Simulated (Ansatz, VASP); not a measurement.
## One calculation of ZnO, two programs

INCAR

```
ALGO = Normal ; EDIFF = 1E-7
ENCUT = 520 ; GGA = PE
ISIF = 2 ; ISMEAR = 0
LASPH = True ; LCHARG = True
LELF = True ; LREAL = False
LVHAR = True ; LWAVE = False
NBANDS = 26 ; NELM = 80
PREC = Accurate ; SIGMA = 0.05
```

Contents of KPOINTS:

```
k-points
0
Gamma
  12 12 6
```

The input POSCAR:

```
ZnO
1.0
    3.2493080000      0.0000000000      0.0000000000
   -1.6246540000      2.8139832727      0.0000000000
    0.0000000000      0.0000000000      5.2057090000
Zn O
2 2
Direct
    0.3333333333      0.6666666667      0.5000000000
    0.6666666667      0.3333333333      0.0000000000
    0.6666666667      0.3333333333      0.3790100000
    0.3333333333      0.6666666667      0.8790100000
```

Input for Ansatz:

```yaml
crystal:
  lattice:
    - [3.249308, 0.0, 0.0]
    - [-1.624654, 2.8139832727, 0.0]
    - [0.0, 0.0, 5.205709]
  atoms:
    - { symbol: Zn, position: [0.3333333333, 0.6666666667, 0.5] }
    - { symbol: Zn, position: [0.6666666667, 0.3333333333, 0.0] }
    - { symbol: O, position: [0.6666666667, 0.3333333333, 0.37901] }
    - { symbol: O, position: [0.3333333333, 0.6666666667, 0.87901] }
basis:
  ecutwfc: 420
  fft_grid_basis: typed
kpoints:
  mp_grid: { grid: [12, 12, 6] }
hamiltonian:
  xc: pbe
scf:
  occupations: { method: gaussian, width: 0.05 }
output:
  forces: true
  stress: true
  eigenvalues: true
  bader: true
  write_density: true
  volumetric_format: npy
  elf: true
```

Alike in both runs: task single point; functional PBE; k mesh 12 × 12 × 6; occupations gaussian, width 0.05 eV; no spin polarisation.

```csv
,VASP,Ansatz
version,VASP 6.6.1,Ansatz 0.2.0
potentials or method,"VASP PAW PBE potentials, release 64 (Zn, O), cutoff 520 eV","scalar-relativistic, plane waves, PAW"
valence electrons in the cell,36,36
```

Ansatz gave:

| Property | Result |
| --- | --- |
| gap on the k mesh at the Fermi level (eV) | 0.80 |
| pressure (GPa) | 4.9 |
| traceless stress, the component that is largest in VASP (GPa) | 1.14 |
| rms of the force components (eV/Å) | 0.040 |

Problem. What did VASP give for the same quantities?

Solution. gap on the k mesh at the Fermi level (eV): 0.79; pressure (GPa): 6.0; traceless stress, the component that is largest in VASP (GPa): 1.18; rms of the force components (eV/Å): 0.043.

Atom by atom the forces differ by 0.002 eV/Å (rms over components).
